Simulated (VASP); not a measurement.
# Al (P6_3/mmc) in VASP: further runs, part 2 of 2

VASP 6.6.1. Earlier steps stand in the parts before.

### Step 3. Single point, PBEsol (15.82 Å³/atom)

This run uses another cell than the first one, of 15.82 Å³/atom.

File INCAR:

```
SYSTEM = Al
PREC     = Accurate       ! precision mode
ENCUT    = 520            ! plane-wave cutoff, eV
EDIFF    = 1E-6           ! SCF threshold, eV
ISMEAR   = 0              ! smearing method
SIGMA    = 0.1            ! smearing width, eV
LREAL    = .FALSE.        ! projectors in reciprocal space
LASPH    = .TRUE.         ! aspherical terms in the spheres
NELM     = 60             ! most SCF steps
ALGO     = Normal         ! electronic algorithm
ISIF     = 2              ! what is computed and relaxed
LWAVE    = .FALSE.        ! write WAVECAR
LCHARG   = .FALSE.        ! write CHGCAR
GGA      = PS             ! functional
NBANDS   = 10             ! bands
```

File KPOINTS:

```
Automatic mesh
0
G
  18 18 10
  0 0 0
```

File POSCAR:

```
Al
1.0
    2.8212794895      0.0000000000      0.0000000000
   -1.4106397447      2.4432997091      0.0000000000
    0.0000000000      0.0000000000      4.5904717269
Al
2
Direct
    0.6666666667      0.3333333333      0.7500000000
    0.3333333333      0.6666666667      0.2500000000
```

Potentials or basis: VASP PAW PBE potentials, release 64 (Al).

On the command line:

```bash
> cat potpaw_PBE.64/Al/POTCAR > POTCAR
> mpirun -np 1 vasp_std > vasp.out
```

Wall time 27 s (1 thread of AMD EPYC 9R45 (Zen 5), shared host); peak memory 0.16 GiB.

It converged, with:

| Item | Value |
| --- | --- |
| Free energy | -8.1081 eV |
| Pressure | 2.6 GPa |
| Band gap on the k mesh | zero (bands 3 and 4 overlap by 7.53 eV) |

Levels at points of the mesh, in eV from the Fermi level:
| k point | band 1 | band 2 | band 3 | band 4 | band 5 | band 6 | band 7 | band 8 |
| --- | --- | --- | --- | --- | --- | --- | --- | --- |
| (0.00, 0.00, 0.00) | -11.43 | -4.75 | -4.40 | 10.84 | 10.84 | 11.14 | 11.14 | 12.33 |
| (0.50, 0.00, 0.00) | -5.46 | -5.31 | 0.60 | 1.24 | 1.44 | 1.88 | 5.73 | 7.55 |
| (0.00, 0.00, 0.50) | -9.69 | -9.69 | 3.58 | 3.58 | 12.01 | 12.01 | 12.01 | 12.01 |
| (0.50, 0.00, 0.50) | -4.07 | -4.07 | -3.28 | -3.28 | 7.22 | 7.22 | 7.67 | 7.67 |

Caveat: the PAW data sets were made with another functional, which shifts forces and pressure a little.

### Step 4. Single point, PBEsol

This run uses another cell than the first one, of 16.31 Å³/atom.

File INCAR:

```
SYSTEM = Al
PREC = Accurate ; ENCUT = 520
EDIFF = 1E-7 ; ISMEAR = 0
SIGMA = 0.1 ; LREAL = .False.
LASPH = .True. ; NELM = 80
ALGO = Normal ; ISIF = 2
LWAVE = .False. ; LCHARG = .True.
GGA = PS ; LELF = .True.
LVHAR = .True. ; NBANDS = 10
```

File KPOINTS:

```
regular mesh
0
Gamma
  18 18 10
  0 0 0
```

File POSCAR:

```
Al
1.0
    2.8500700442      0.0000000000      0.0000000000
   -1.4250350221      2.4682330609      0.0000000000
    0.0000000000      0.0000000000      4.6373165105
Al
2
Direct
    0.6666666667      0.3333333333      0.7500000000
    0.3333333333      0.6666666667      0.2500000000
```

On the command line:

```bash
> cat potpaw_PBE.64/Al/POTCAR > POTCAR
> mpirun -np 1 vasp_std > vasp.out
```

It took 30 s on 1 thread of AMD EPYC 9R45 (Zen 5), shared host; peak memory 0.16 GiB.

Results (log left out):

| Property | Result |
| --- | --- |
| Free energy | -8.1162 eV |
| Pressure | 0.1 GPa |
| Band gap on the k mesh | zero (bands 3 and 4 overlap by 7.43 eV) |

Levels at points of the mesh, in eV from the Fermi level:
```
           k point  band 1  band 2  band 3  band 4  band 5  band 6
(0.00, 0.00, 0.00)  -11.22   -4.62   -4.36   10.58   10.58   10.97
(0.50, 0.00, 0.00)   -5.38   -5.19    0.60    1.18    1.48    1.81
(0.00, 0.00, 0.50)   -9.51   -9.51    3.52    3.52   11.82   11.82
(0.50, 0.00, 0.50)   -3.97   -3.97   -3.25   -3.25    7.05    7.05
```

Caveat: the PAW data sets were made with another functional, which shifts forces and pressure a little.

### Step 5. Single point, PBEsol (16.80 Å³/atom)

This run uses another cell than the first one, of 16.80 Å³/atom.

File INCAR:

```
PREC = Accurate ; ENCUT = 520
EDIFF = 1E-7 ; ISMEAR = 0
SIGMA = 0.1 ; LREAL = False
LASPH = True ; NELM = 100
ALGO = Normal ; ISIF = 2
LWAVE = False ; LCHARG = True
GGA = PS ; LELF = True
LVHAR = True ; NBANDS = 10
```

File KPOINTS:

```
regular mesh
0
Gamma
  18 18 10
```

File POSCAR:

```
Al
1.0
    2.8782903948      0.0000000000      0.0000000000
   -1.4391451974      2.4926726014      0.0000000000
    0.0000000000      0.0000000000      4.6832335216
Al
2
Direct
    0.6666666667      0.3333333333      0.7500000000
    0.3333333333      0.6666666667      0.2500000000
```

Potentials or basis: VASP PAW PBE potentials, release 64 (Al).

On the command line:

```bash
> cat potpaw_PBE.64/Al/POTCAR > POTCAR
> mpirun -np 1 vasp_std > vasp.out
```

OUTCAR:

```text
PREC = Accurate
   ENCUT = 520
   EDIFF = 1E-7
   ISMEAR = 0
   LREAL = False
   LASPH = True
   NELM = 100
   ISIF = 2
   GGA = PS

 ion  position               nearest neighbor table
   1  0.667  0.333  0.750-   2 2.87   2 2.87   2 2.87   2 2.87   2 2.87   2 2.87
   2  0.333  0.667  0.250-   1 2.87   1 2.87   1 2.87   1 2.87   1 2.87   1 2.87

  LATTYP: Found a hexagonal cell.
 ALAT       =     2.8782903948
 C/A-ratio  =     1.6270886114

  Lattice vectors:

 A1 = (   2.8782903948,   0.0000000000,   0.0000000000)
 A2 = (  -1.4391451974,   2.4926726014,   0.0000000000)
 A3 = (   0.0000000000,   0.0000000000,   4.6832335216)

Analysis of symmetry for initial positions (statically):
=====================================================================
 Subroutine PRICEL returns:
 Original cell was already a primitive cell.

 Routine SETGRP: Setting up the symmetry group for a
 hexagonal supercell.

 Subroutine GETGRP returns: Found 24 space group operations
 (whereof 12 operations were pure point group operations)
 out of a pool of 24 trial point group operations.
[... 172 lines left out ...]

 k-point     1 :       0.0000    0.0000    0.0000
  band No.  band energies     occupation
      1      -3.2449      2.00000
      2       3.2630      2.00000
      3       3.4514      2.00000
      4      18.1060      0.00000
      5      18.1060      0.00000
      6      18.5758      0.00000
      7      18.5758      0.00000
      8      19.7967      0.00000
      9      21.5257      0.00000
     10      21.9170      0.00000
[... 287 lines left out ...]
 k-point    24 :       0.3889    0.1111    0.0000
  band No.  band energies     occupation
      1       1.5907      2.00000
      2       4.1134      2.00000
      3       7.7833      0.80847
      4       8.1890      0.00000
      5      10.0281      0.00000
      6      10.4049      0.00000
      7      11.3682      0.00000
      8      16.6306      0.00000
      9      16.7707      0.00000
     10      17.9293      0.00000

 [... further k-points ...]

------------------------ aborting loop because EDIFF is reached ----------------------------------------

  FORCE on cell =-STRESS in cart. coord.  units (eV):
  Direction    XX          YY          ZZ          XY          YZ          ZX
  --------------------------------------------------------------------------------------
  -------------------------------------------------------------------------------------
  Total       -0.4441298     -0.4441298     -0.4407602      0.0000000      0.0000000     -0.0000000
  in kB      -21.1775086    -21.1775086    -21.0168339      0.0000000      0.0000000     -0.0000000
  external PRESSURE =     -21.1239504 kB  Pullay stress =       0.0000000 kB

 VOLUME and BASIS-vectors are now :
 -----------------------------------------------------------------------------
  energy-cutoff  :      520.00
  volume of cell :       33.60
      direct lattice vectors                 reciprocal lattice vectors
     2.878290395  0.000000000  0.000000000     0.347428460  0.200587915  0.000000000
    -1.439145197  2.492672601  0.000000000     0.000000000  0.401175830  0.000000000
     0.000000000  0.000000000  4.683233522     0.000000000  0.000000000  0.213527682

 POSITION                                       TOTAL-FORCE (eV/Angst)
 -----------------------------------------------------------------------------------
      1.43915      0.83089      3.51243        -0.000000     -0.000000      0.000000
     -0.00000      1.66178      1.17081         0.000000      0.000000      0.000000
 -----------------------------------------------------------------------------------
    total drift:                                0.000000     -0.000000     -0.000000

  FREE ENERGIE OF THE ION-ELECTRON SYSTEM (eV)
  ---------------------------------------------------
  free  energy   TOTEN  =        -8.1098615221 eV

  energy  without entropy=       -8.1043653261  energy(sigma->0) =       -8.10711342
```

It took 32 s on 1 thread of AMD EPYC 9R45 (Zen 5), shared host; peak memory 0.16 GiB.

What came out:

```
Free energy            : -8.1099 eV
Pressure               : -2.1 GPa
Band gap on the k mesh : zero (bands 3 and 4 overlap by 7.33 eV)
```

Levels at points of the mesh, in eV from the Fermi level:
| k point | band 1 | band 2 | band 3 | band 4 | band 5 | band 6 |
| --- | --- | --- | --- | --- | --- | --- |
| (0.00, 0.00, 0.00) | -11.01 | -4.50 | -4.31 | 10.34 | 10.34 | 10.81 |
| (0.50, 0.00, 0.00) | -5.29 | -5.07 | 0.61 | 1.13 | 1.52 | 1.73 |
| (0.00, 0.00, 0.50) | -9.33 | -9.33 | 3.46 | 3.46 | 11.62 | 11.62 |
| (0.50, 0.00, 0.50) | -3.88 | -3.88 | -3.21 | -3.21 | 6.90 | 6.90 |

Caveat: the PAW data sets were made with another functional, which shifts forces and pressure a little.

### Step 6. Summary

```csv
cell,gap on the mesh (eV),pressure (GPa)
"a = 2.792, b = 2.792, c = 4.543 Å, angles 90.0, 90.0, 120.0°, 2 atoms",none,5.7
"a = 2.821, b = 2.821, c = 4.590 Å, angles 90.0, 90.0, 120.0°, 2 atoms",none,2.6
"a = 2.850, b = 2.850, c = 4.637 Å, angles 90.0, 90.0, 120.0°, 2 atoms",none,0.1
"a = 2.878, b = 2.878, c = 4.683 Å, angles 90.0, 90.0, 120.0°, 2 atoms",none,-2.1
```

Alike in all rows: task single point; level PBEsol; potentials or basis VASP PAW PBE potentials, release 64 (Al); no spin polarisation; k mesh 18 × 18 × 10; cutoff (eV) 520; smearing gaussian 0.1 eV.

Caveats: the PAW data sets were made with another functional, which shifts forces and pressure a little; the cell stands under pressure (at least some runs).

Absolute energies hang on the potentials; compare differences alone.
